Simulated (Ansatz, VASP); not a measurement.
One calculation of AlB3P4, two programs

The input INCAR:

```
ALGO = Normal ; EDIFF = 1E-7
ENCUT = 520 ; GGA = PE
ISIF = 2 ; ISMEAR = 0
LASPH = T ; LCHARG = F
LREAL = F ; LWAVE = F
NBANDS = 26 ; NELM = 100
PREC = Accurate ; SIGMA = 0.1
```

KPOINTS

```
k-points
0
Gamma
  6 6 2
```

Contents of POSCAR:

```
AlB3P4
1.0
    3.4711965000      0.0000000000      0.0000000000
   -1.7355982500      3.0061443500      0.0000000000
    0.0000000000      0.0000000000     11.3951045000
Al B P
1 3 4
Direct
    0.3333333300      0.6666666700      0.5000345000
    0.3333333300      0.6666666700      0.0000345000
    0.6666666700      0.3333333300      0.2500345000
    0.6666666700      0.3333333300      0.7500345000
    0.3333333300      0.6666666700      0.1874655000
    0.3333333300      0.6666666700      0.6874655000
    0.6666666700      0.3333333300      0.4374655000
    0.6666666700      0.3333333300      0.9374655000
```

Input for Ansatz:

```yaml
crystal:
  lattice:
    - [3.4711965, 0.0, 0.0]
    - [-1.73559825, 3.00614435, 0.0]
    - [0.0, 0.0, 11.3951045]
  atoms:
    - { symbol: Al, position: [0.33333333, 0.66666667, 0.5000345] }
    - { symbol: B, position: [0.33333333, 0.66666667, 3.45e-05] }
    - { symbol: B, position: [0.66666667, 0.33333333, 0.2500345] }
    - { symbol: B, position: [0.66666667, 0.33333333, 0.7500345] }
    - { symbol: P, position: [0.33333333, 0.66666667, 0.1874655] }
    - { symbol: P, position: [0.33333333, 0.66666667, 0.6874655] }
    - { symbol: P, position: [0.66666667, 0.33333333, 0.4374655] }
    - { symbol: P, position: [0.66666667, 0.33333333, 0.9374655] }
basis:
  ecutwfc: 420
kpoints:
  mp_grid: { grid: [6, 6, 2] }
hamiltonian:
  xc: pbe
scf:
  occupations: { method: gaussian, width: 0.1 }
  lower_state_search: "off"
output:
  forces: true
  stress: true
  eigenvalues: true
```

Alike in both runs: task single point; functional PBE; k mesh 6 × 6 × 2; occupations gaussian, width 0.1 eV; no spin polarisation.

|  | VASP | Ansatz |
| --- | --- | --- |
| version | VASP 6.6.1 | Ansatz 0.2.0 |
| potentials or method | VASP PAW PBE potentials, release 64 (Al, B, P), cutoff 520 eV | scalar-relativistic, plane waves, PAW |
| valence electrons in the cell | 32 | 32 |

|  | VASP | Ansatz | Ansatz less VASP |
| --- | --- | --- | --- |
| gap on the k mesh at the Fermi level (eV) | 1.24 | 1.24 | +0.004 |
| least direct gap on the mesh (eV) | 2.01 | 2.01 | +0.002 |
| pressure (GPa) | -3.4 | -3.3 | +0.13 |
| traceless stress, the component that is largest in VASP (GPa) | 1.51 | 1.52 | +0.005 |
| rms of the force components (eV/Å) | 1.307 | 1.309 | +0.0020 |

Atom by atom the forces differ by 0.002 eV/Å (rms over components).
